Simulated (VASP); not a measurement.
## AgCl (km): single point with PBEsol

Crystal: AgCl (km).

```
CELL_PARAMETERS angstrom
0.00000 2.72422 2.72422
2.72422 0.00000 2.72422
2.72422 2.72422 0.00000
ATOMIC_POSITIONS crystal
Ag 0.00000 0.00000 0.00000
Cl 0.50000 0.50000 0.50000
```

* Program: VASP 6.6.1
* Task: single point
* Functional: PBEsol
* Potentials or basis: VASP PAW PBE potentials, release 64 (Ag, Cl)
* Cutoff: 500 eV
* k mesh: 4 × 4 × 4
* Occupations: gaussian, width 0.02 eV
* Spin: no spin polarisation
* Dipole correction: no
* Further INCAR settings: ALGO = Normal; EDIFF = 1e-06; NBANDS = 16

```
Pressure               : 0.1 GPa
Band gap on the k mesh : 0.72 eV, indirect (least direct gap 3.27 eV)
```

Levels at points of the mesh, in eV from the valence-band top:
| k point | band 6 | band 7 | band 8 | band 9 | band 10 | band 11 | band 12 | band 13 |
| --- | --- | --- | --- | --- | --- | --- | --- | --- |
| (0.00, 0.00, 0.00) | -2.67 | -2.55 | -2.55 | -2.55 | 0.72 | 10.72 | 10.72 | 10.72 |
| (0.50, 0.00, 0.00) | -2.28 | -1.94 | 0.00 | 0.00 | 3.88 | 6.74 | 7.42 | 7.42 |
| (0.50, 0.50, 0.00) | -2.45 | -2.15 | -2.15 | -2.02 | 2.13 | 7.77 | 8.63 | 11.62 |

Wall time 7.2 s on 1 thread of AMD EPYC 9R45 (Zen 5) (shared host), peak memory 0.12 GiB.

Caveat: the k points lie up to 0.50 Å⁻¹ apart; the PAW data sets were made with another functional, which shifts forces and pressure a little. As with any semilocal functional, this PBEsol gap is likely too small.
